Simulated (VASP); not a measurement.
# ZnO (P6_3mc) in VASP: settings compared

Aim: see how the results for ZnO move with the level of theory and the settings. Levels: PBE, PBE+D4. Tasks: single point.

Program: VASP 6.6.1. These are calculated values, not measurements. Logs are shortened: lines on timing, memory, paths and dates and some standing lists are left out, and cuts for length are marked.

## 1. The cell of the first run

It takes space group P6_3mc (No. 186, hexagonal). The conventional cell has a = 3.235 Å, b = 3.235 Å, c = 5.211 Å, α = 90.00°, β = 90.00°, γ = 120.00°. Zn (site symmetry 3m) has 4 O at 1.97 to 1.98 Å within 2.6 Å. Within 2.6 Å of O (site symmetry 3m) lie 4 Zn at 1.97 to 1.98 Å.

## 2. Single point, PBE

INCAR reads:

```
PREC = Accurate ; ENCUT = 520
EDIFF = 1E-7 ; ISMEAR = 0
SIGMA = 0.01 ; LREAL = False
LASPH = True ; NELM = 100
ALGO = Normal ; ISIF = 2
LWAVE = False ; LCHARG = False
GGA = PE ; NBANDS = 26
```

KPOINTS reads:

```
regular mesh
0
Gamma
  6 6 4
```

POSCAR reads:

```
ZnO
1.0
    3.2353522072      0.0000000000      0.0000000000
   -1.6176761036      2.8018972017      0.0000000000
    0.0000000000      0.0000000000      5.2109131099
Zn O
2 2
Direct
    0.3333333333      0.6666666667      0.4996551081
    0.6666666667      0.3333333333     -0.0003448919
    0.6666666667      0.3333333333      0.3793548919
    0.3333333333      0.6666666667      0.8793548919
```

Potentials or basis: VASP PAW PBE potentials, release 64 (Zn, O).

Run with:

```bash
> cat potpaw_PBE.64/Zn/POTCAR potpaw_PBE.64/O/POTCAR > POTCAR
> mpirun -np 1 vasp_std > vasp.out
```

OUTCAR:

```text
PREC = Accurate
   ENCUT = 520
   EDIFF = 1E-7
   ISMEAR = 0
   LREAL = False
   LASPH = True
   NELM = 100
   ISIF = 2
   GGA = PE

 ion  position               nearest neighbor table
   1  0.333  0.667  0.500-   3 1.97   3 1.97   3 1.97   4 1.98
   2  0.667  0.333  1.000-   4 1.97   4 1.97   4 1.97   3 1.98
   3  0.667  0.333  0.379-   1 1.97   1 1.97   1 1.97   2 1.98
   4  0.333  0.667  0.879-   2 1.97   2 1.97   2 1.97   1 1.98

  LATTYP: Found a hexagonal cell.
 ALAT       =     3.2353522072
 C/A-ratio  =     1.6106169518

  Lattice vectors:

 A1 = (   3.2353522072,   0.0000000000,   0.0000000000)
 A2 = (  -1.6176761036,   2.8018972017,   0.0000000000)
 A3 = (   0.0000000000,   0.0000000000,   5.2109131099)

Analysis of symmetry for initial positions (statically):
=====================================================================
 Subroutine PRICEL returns:
 Original cell was already a primitive cell.

 Routine SETGRP: Setting up the symmetry group for a
 hexagonal supercell.

 Subroutine GETGRP returns: Found 12 space group operations
 (whereof  6 operations were pure point group operations)
 out of a pool of 24 trial point group operations.

The static configuration has the point symmetry C_3v.
 The point group associated with its full space group is C_6v.

Analysis of symmetry for dynamics (positions and initial velocities):
=====================================================================
 Subroutine PRICEL returns:
 Original cell was already a primitive cell.

 Routine SETGRP: Setting up the symmetry group for a
 hexagonal supercell.

 Subroutine GETGRP returns: Found 12 space group operations
 (whereof  6 operations were pure point group operations)
 out of a pool of 24 trial point group operations.

The dynamic configuration has the point symmetry C_3v.
 The point group associated with its full space group is C_6v.

 Subroutine INISYM returns: Found 12 space group operations
 (whereof  6 operations are pure point group operations),
 and found     1 'primitive' translations

----------------------------------------------------------------------------------------

                                     Primitive cell

  volume of cell :      47.2376

  direct lattice vectors                    reciprocal lattice vectors
     3.235352207  0.000000000  0.000000000     0.309085359  0.178450515  0.000000000
    -1.617676104  2.801897202  0.000000000     0.000000000  0.356901031  0.000000000
     0.000000000  0.000000000  5.210913110     0.000000000  0.000000000  0.191904946

  length of vectors
     3.235352207  3.235352207  5.210913110     0.356901031  0.356901031  0.191904946

  position of ions in fractional coordinates (direct lattice)
     0.333333333  0.666666667  0.499655108
     0.666666667  0.333333333  0.999655108
     0.666666667  0.333333333  0.379354892
     0.333333333  0.666666667  0.879354892

  ion indices of the primitive-cell ions
   primitive index   ion index
                 1           1
                 2           2
                 3           3
                 4           4

----------------------------------------------------------------------------------------

 KPOINTS: regular mesh

Automatic generation of k-mesh.
 Grid dimensions read from file:
 generate k-points for:    6    6    4

 Generating k-lattice:

  Cartesian coordinates                     Fractional coordinates (reciprocal lattice)
     0.051514227  0.029741753  0.000000000     0.166666667  0.000000000  0.000000000
     0.000000000  0.059483505  0.000000000     0.000000000  0.166666667  0.000000000
     0.000000000  0.000000000  0.047976237     0.000000000  0.000000000  0.250000000

  Length of vectors
     0.059483505  0.059483505  0.047976237

  Shift w.r.t. Gamma in fractional coordinates (k-lattice)
     0.000000000  0.000000000  0.000000000

 Subroutine IBZKPT returns following result:
 ===========================================

 Found     21 irreducible k-points:

 Following reciprocal coordinates:
            Coordinates               Weight
  0.000000  0.000000  0.000000      1.000000
  0.166667  0.000000  0.000000      6.000000
  0.333333  0.000000  0.000000      6.000000
  0.500000  0.000000  0.000000      3.000000
  0.166667  0.166667  0.000000      6.000000
  0.333333  0.166667  0.000000     12.000000
[... 13 lines left out ...]
  0.333333  0.166667  0.500000     12.000000
  0.333333  0.333333  0.500000      2.000000
   k-points           NKPTS =     21   k-points in BZ     NKDIM =     21   number of bands    NBANDS=     26
   number of dos      NEDOS =    301   number of ions     NIONS =      4
   total plane-waves  NPLWV =  23040
   dimension x,y,z NGX =    24 NGY =   24 NGZ =   40
   dimension x,y,z NGXF=    48 NGYF=   48 NGZF=   80
   ions per type =               2   2
   NGX,Y,Z   is equivalent  to a cutoff of  12.33, 12.33, 12.76 a.u.
   NGXF,Y,Z  is equivalent  to a cutoff of  24.66, 24.66, 25.52 a.u.
 SYSTEM =  unknown system
   PREC   = accura    normal or accurate (medium, high low for compatibility)
   ISTART =      0    job   : 0-new  1-cont  2-samecut
   ICHARG =      2    charge: 1-file 2-atom 10-const
   ISPIN  =      1    spin polarized calculation?
   LNONCOLLINEAR =      F non collinear calculations
   LSORBIT =      F    spin-orbit coupling
   LASPH  =      T    aspherical Exc in radial PAW
   ENCUT  =  520.0 eV  38.22 Ry    6.18 a.u.   6.02  6.02  9.69*2*pi/ulx,y,z
   NELM   =    100;   NELMIN=  2; NELMDL= -5     # of ELM steps
   EDIFF  = 0.1E-06   stopping-criterion for ELM
   LREAL  =      F    real-space projection
   EDIFFG = 0.1E-05   stopping-criterion for IOM
   NSW    =      0    number of steps for IOM
   IBRION =     -1    ionic relax: 0-MD 1-quasi-New 2-CG
   NFREE  =      0    steps in history (QN), initial steepest desc. (CG)
   ISIF   =      2    stress and relaxation
   ISYM   =      2    0-nonsym 1-usesym 2-fastsym
   POTIM  = 0.5000    time-step for ionic-motion
   TEBEG  =    0.0;   TEEND  =   0.0 temperature during run
   PSTRESS=    0.0 pullay stress
   NELECT =      36.0000    total number of electrons
   NUPDOWN=      -1.0000    fix difference up-down
   EMIN   =  10.00;   EMAX   =-10.00  energy-range for DOS
   EFERMI =   0.00;   METHOD = LEGACY
   ISMEAR =     0;   SIGMA  =   0.01  broadening in eV -4-tet -1-fermi 0-gaus
   EFERMI_NEDOS =   21; number of points for ismear=-14 and -15
   IALGO  =     38    algorithm
   IMIX   =      4    mixing-type and parameters
     AMIX     =   0.40;   BMIX     =  1.00
     AMIX_MAG =   1.60;   BMIX_MAG =  1.00
  volume/ion in A,a.u.               =      11.81        79.69
  Fermi-wavevector in a.u.,A,eV,Ry     =   1.495362  2.825825 30.424107  2.236109
  Thomas-Fermi vector in A             =   2.607517
   LORBIT       =      0    0 simple, 1 ext, 2 COOP (PROOUT), +10 PAW based schemes
   GGA     = PE    functional components
   LHFCALC =     F    Hartree Fock is set to
   AEXX    =    0.0000 exact exchange contribution
   IVDW    =     0    specifies the selected vdW correction
   LEPSILON=     F    determine dielectric tensor
   LRPA    =     F    only Hartree local field effects (RPA)
 non-spin polarized calculation
 Gauss-broadening in eV      SIGMA  =   0.01
  energy-cutoff  :      520.00
  volume of cell :       47.24
 maximum number of plane-waves:      1296
   NGX = 13   NGY = 13   NGZ = 19

 number of electron      36.0000015 magnetization

 Free energy of the ion-electron system (eV)
  ---------------------------------------------------
  ext. energy  EPLUGINS =         0.00000000
  ---------------------------------------------------
  free energy    TOTEN  =       -17.80619199 eV

  energy without entropy =      -17.80619199  energy(sigma->0) =      -17.80619199

 E-fermi :   1.3396     XC(G=0): -10.9518

 val. band max:        1.2792726672   @ k =   0.0000   0.0000   0.0000
 cond. band min:       2.0714855919   @ k =   0.0000   0.0000   0.0000
 fundamental gap:      0.7922129247
 Fermi energy:         1.3395963108

 k-point     1 :       0.0000    0.0000    0.0000
  band No.  band energies     occupation
      1     -16.8779      2.00000
      2     -16.1438      2.00000
      3      -4.4600      2.00000
      4      -4.4600      2.00000
      5      -4.4220      2.00000
      6      -4.4065      2.00000
[... 18 lines left out ...]
     25      15.4839      0.00000
     26      15.4839      0.00000

 k-point     2 :       0.1667    0.0000    0.0000
  band No.  band energies     occupation
      1     -16.7293      2.00000
      2     -16.0800      2.00000
      3      -4.6170      2.00000
      4      -4.3768      2.00000
      5      -4.3495      2.00000
      6      -4.2832      2.00000
[... 18 lines left out ...]
     25      15.3849      0.00000
     26      15.6772      0.00000

 k-point     3 :       0.3333    0.0000    0.0000
  band No.  band energies     occupation
      1     -16.3941      2.00000
      2     -15.9733      2.00000
      3      -4.7786      2.00000
      4      -4.4179      2.00000
      5      -4.2417      2.00000
      6      -4.0440      2.00000
[... 18 lines left out ...]
     25      14.7400      0.00000
     26      15.4319      0.00000

 k-point     4 :       0.5000    0.0000    0.0000
  band No.  band energies     occupation
      1     -16.1812      2.00000
      2     -15.9563      2.00000
      3      -4.6993      2.00000
      4      -4.5148      2.00000
      5      -4.1973      2.00000
      6      -3.8221      2.00000
[... 18 lines left out ...]
     25      14.5229      0.00000
     26      15.5872      0.00000
[... 409 lines left out ...]
      1     -16.2387      2.00000
      2     -16.2387      2.00000
      3      -4.8075      2.00000
      4      -4.8075      2.00000
      5      -4.2357      2.00000
      6      -4.2357      2.00000
[... 18 lines left out ...]
     25      14.7842      0.00000
     26      14.7842      0.00000

 k-point    20 :       0.3333    0.1667    0.5000
  band No.  band energies     occupation
      1     -16.0619      2.00000
      2     -16.0619      2.00000
      3      -4.7472      2.00000
      4      -4.7472      2.00000
      5      -4.1065      2.00000
      6      -4.1065      2.00000
[... 18 lines left out ...]
     25      15.5345      0.00000
     26      15.5345      0.00000

 k-point    21 :       0.3333    0.3333    0.5000
  band No.  band energies     occupation
      1     -16.0037      2.00000
      2     -16.0037      2.00000
      3      -4.4924      2.00000
      4      -4.4924      2.00000
      5      -4.2538      2.00000
      6      -4.2538      2.00000
[... 18 lines left out ...]
     25      17.0099      0.00000
     26      17.0099      0.00000

------------------------ aborting loop because EDIFF is reached ----------------------------------------

  FORCE on cell =-STRESS in cart. coord.  units (eV):
  Direction    XX          YY          ZZ          XY          YZ          ZX
  --------------------------------------------------------------------------------------
  -------------------------------------------------------------------------------------
  Total        2.0995125      2.0995125      2.1277226      0.0000000      0.0000000      0.0000000
  in kB       71.2100775     71.2100775     72.1668899      0.0000000      0.0000000      0.0000000
  external PRESSURE =      71.5290150 kB  Pullay stress =       0.0000000 kB

 VOLUME and BASIS-vectors are now :
 -----------------------------------------------------------------------------
  energy-cutoff  :      520.00
  volume of cell :       47.24
      direct lattice vectors                 reciprocal lattice vectors
     3.235352207  0.000000000  0.000000000     0.309085359  0.178450515  0.000000000
    -1.617676104  2.801897202  0.000000000     0.000000000  0.356901031  0.000000000
     0.000000000  0.000000000  5.210913110     0.000000000  0.000000000  0.191904946

 POSITION                                       TOTAL-FORCE (eV/Angst)
 -----------------------------------------------------------------------------------
     -0.00000      1.86793      2.60366        -0.000000      0.000000      0.003820
      1.61768      0.93397      5.20912         0.000000     -0.000000      0.003820
      1.61768      0.93397      1.97679         0.000000      0.000000     -0.003820
     -0.00000      1.86793      4.58224        -0.000000      0.000000     -0.003820
 -----------------------------------------------------------------------------------
    total drift:                                0.000000      0.000001     -0.001054

  FREE ENERGIE OF THE ION-ELECTRON SYSTEM (eV)
  ---------------------------------------------------
  free  energy   TOTEN  =       -17.8061919928 eV

  energy  without entropy=      -17.8061919928  energy(sigma->0) =      -17.80619199
```

It took 29 s on 1 thread of Intel Xeon 8259CL, shared host; peak memory 0.17 GiB.

Results:

```yaml
Free_energy: -17.8062 eV
Pressure: 7.2 GPa
Largest_force: 0.004 eV/Å
Band_gap_on_the_k_mesh: 0.79 eV
```

Forces on the atoms (eV/Å):
```
Zn   0.000  0.000  0.004
Zn   0.000  0.000  0.004
O    0.000  0.000 -0.004
O    0.000  0.000 -0.004
```

Caveat: the cell stands under pressure.

## 3. Single point, PBE+D4

INCAR reads:

```
ALGO = Normal
EDIFF = 1E-6
ENCUT = 520
GGA = PE
ISIF = 2
ISMEAR = 0
IVDW = 13
LASPH = T
LCHARG = T
LELF = T
LREAL = F
LVHAR = T
LWAVE = F
NBANDS = 26
NELM = 60
PREC = Accurate
SIGMA = 0.01
```

KPOINTS reads:

```
k-points
0
Gamma
  6 6 4
```

POSCAR is that of step 2.

Potentials or basis: VASP PAW PBE potentials, release 64 (Zn, O).

Run with:

```bash
> cat potpaw_PBE.64/Zn/POTCAR potpaw_PBE.64/O/POTCAR > POTCAR
> mpirun -np 1 vasp_std > vasp.out
```

It took 36 s on 1 thread of Intel Xeon 8259CL, shared host; peak memory 0.17 GiB.

The run converged. Its results:

```yaml
Free_energy: -18.7684 eV
Pressure: 3.7 GPa
Largest_force: 0.006 eV/Å
Band_gap_on_the_k_mesh: 0.79 eV
Dispersion_energy_per_atom: -0.241 eV
```

Forces in eV/Å, atoms in the order of the input:
```
Zn   0.000  0.000  0.006
Zn   0.000  0.000  0.006
O    0.000  0.000 -0.006
O    0.000  0.000 -0.006
```

Stress tensor (GPa, compression positive):
```
3.64 0.00 0.00
0.00 3.64 0.00
0.00 0.00 3.79
```

Levels at points of the mesh, in eV from the valence-band top:
| k point | band 16 | band 17 | band 18 | band 19 | band 20 | band 21 |
| --- | --- | --- | --- | --- | --- | --- |
| (0.00, 0.00, 0.00) | -0.09 | 0.00 | 0.00 | 0.79 | 5.24 | 8.23 |
| (0.50, 0.00, 0.00) | -2.29 | -1.30 | -0.85 | 5.81 | 6.87 | 7.59 |
| (0.00, 0.00, 0.50) | -0.40 | -0.40 | -0.40 | 3.47 | 3.47 | 10.10 |
| (0.50, 0.00, 0.50) | -1.53 | -1.39 | -1.39 | 5.72 | 5.72 | 8.47 |

Caveat: the cell stands under pressure. Expect the measured gap to be larger: semilocal functionals such as PBE lack the derivative discontinuity.
